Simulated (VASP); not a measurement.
Input of a VASP 6.6.1 run:

INCAR

```
SYSTEM = Si
PREC = Accurate
ENCUT = 520
EDIFF = 1E-6
ISMEAR = 0
SIGMA = 0.15
LREAL = .FALSE.
LASPH = .TRUE.
NELM = 80
ALGO = Normal
ISIF = 2
LWAVE = .FALSE.
LCHARG = .FALSE.
GGA = PE
IVDW = 12
NBANDS = 8
```

File KPOINTS:

```
Automatic mesh
0
G
  22 22 22
  0 0 0
```

File POSCAR:

```
Si
1.0
   -1.6269149300      1.6269149300      1.2147034620
    1.6269149300     -1.6269149300      1.2147034620
    1.6269149300      1.6269149300     -1.2147034620
Si
1
Direct
    0.0000000000      0.0000000000      0.0000000000
```

Potentials or basis: VASP PAW PBE potentials, release 64 (Si).

Run with:

```console
$ cat potpaw_PBE.64/Si/POTCAR > POTCAR
$ mpirun -np 1 vasp_std > vasp.out
```

Task: Estimate the pressure.

Result: 9.1 GPa.

Task: Estimate the band gap on the k mesh.

Result: Zero (bands 2 and 3 overlap by 12.88 eV).

Stress tensor (GPa, compression positive):
```
 5.54  0.00  0.00
 0.00  5.54  0.00
 0.00  0.00 16.15
```

Caveat: the cell differs from its parent crystal (strain +0.000 along x and y, -0.080 along z); the cell stands under pressure.
